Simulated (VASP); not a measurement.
Set up this calculation in VASP 6.6.1, as the native input.

* Task: single point
* Functional: PBE
* Potentials or basis: VASP PAW PBE potentials, release 64 (Al, O)
* Cutoff: 520 eV
* k mesh: 6 × 6 × 4
* Occupations: gaussian, width 0.1 eV
* Spin: collinear spin, ferromagnetic start
* Starting moments: [0.0, 1.0, 1.0] μB
* Dipole correction: no
* Further INCAR settings: ALGO = Normal; EDIFF = 1e-06; NBANDS = 18

The structure of AlO2 lies in POSCAR:

```
AlO2
1.0
    2.8029811100      0.0000000000      0.0000000000
   -1.4014905600      2.4274528500      0.0000000000
    0.0000000000      0.0000000000      5.5938117000
Al O
1 2
Direct
    0.3333333300      0.6666666700      0.5000000000
    0.0000000000      0.0000000000      0.3923306700
    0.0000000000      0.0000000000      0.6076693300
```

These files were run (other wordings do the same):

INCAR

```
PREC = Accurate ; ENCUT = 520
EDIFF = 1E-6 ; ISMEAR = 0
SIGMA = 0.1 ; LREAL = False
LASPH = True ; NELM = 150
ALGO = Normal ; ISIF = 2
LWAVE = False ; LCHARG = True
ISPIN = 2 ; MAGMOM = 0 1 1
LORBIT = 11 ; GGA = PE
LELF = True ; LVHAR = True
NBANDS = 18
```

KPOINTS

```
Automatic mesh
0
Gamma
  6 6 4
```

Potentials or basis: VASP PAW PBE potentials, release 64 (Al, O).

Run with:

```bash
$ cat potpaw_PBE.64/Al/POTCAR potpaw_PBE.64/O/POTCAR > POTCAR
$ mpirun -np 1 vasp_std > vasp.out
```

It gave:

```
Pressure                                              : 99.7 GPa
Largest force                                         : 25.086 eV/Å
Net moment                                            : 0.33 μB per cell
Site moments                                          : Al +0.07; O +0.01 μB
Valence electrons inside the program's atomic spheres : Al 0.94; O 5.40
```

Caveat: the k points lie up to 0.43 Å⁻¹ apart; the standard files for N, O and F lose accuracy on very short bonds; forces of over 1 eV/Å act on the atoms, so gaps and moduli don't describe the material at rest.

Wall time 24 s on 1 thread of Intel(R) Xeon(R) Platinum 8488C (Sapphire Rapids), on a shared host, peak memory 0.17 GiB.
